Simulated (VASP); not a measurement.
A run of VASP 6.6.1:

POSCAR

```
TiH
1.0
    2.8167896112      0.0000000000      0.0000000000
   -1.4083948056      2.4394113605      0.0000000000
    0.0000000000      0.0000000000      2.7473517893
Ti H
1 1
Direct
    0.0000000000      0.0000000000      0.0000000000
    0.6666666667      0.3333333333      0.5000000000
```

INCAR.step1

```
PREC = Accurate
ENCUT = 520
ISMEAR = 0
SIGMA = 0.1
LREAL = F
LASPH = T
NELM = 60
NBANDS = 14
GGA = PE
ALGO = Normal
EDIFF = 1E-4
LWAVE = T
LCHARG = F
```

File INCAR.step2:

```
PREC = Accurate
ENCUT = 520
EDIFF = 1E-7
ISMEAR = 0
SIGMA = 0.1
LREAL = F
LASPH = T
NELM = 60
ALGO = Normal
ISIF = 2
LWAVE = F
LCHARG = T
METAGGA = R2SCAN
LMIXTAU = T
LELF = T
LVHAR = T
NBANDS = 14
ISTART = 1
```

File KPOINTS:

```
regular mesh
0
Gamma
  6 6 6
```

Potentials or basis: VASP PAW PBE potentials, release 64 (Ti_sv, H).

Command:

```console
$ cat potpaw_PBE.64/Ti_sv/POTCAR potpaw_PBE.64/H/POTCAR > POTCAR
$ cp INCAR.step1 INCAR
$ mpirun -np 1 vasp_std > vasp.out
$ cp INCAR.step2 INCAR
$ mpirun -np 1 vasp_std > vasp.out
```

Hardware: 1 thread of AMD EPYC 9R14 (Zen 4) (shared host).

Question: Estimate the wall time of this run.

Answer: Run time: 37 s on 1 thread of AMD EPYC 9R14 (Zen 4) (shared host), peak memory 0.11 GiB. Counts: k points 28.
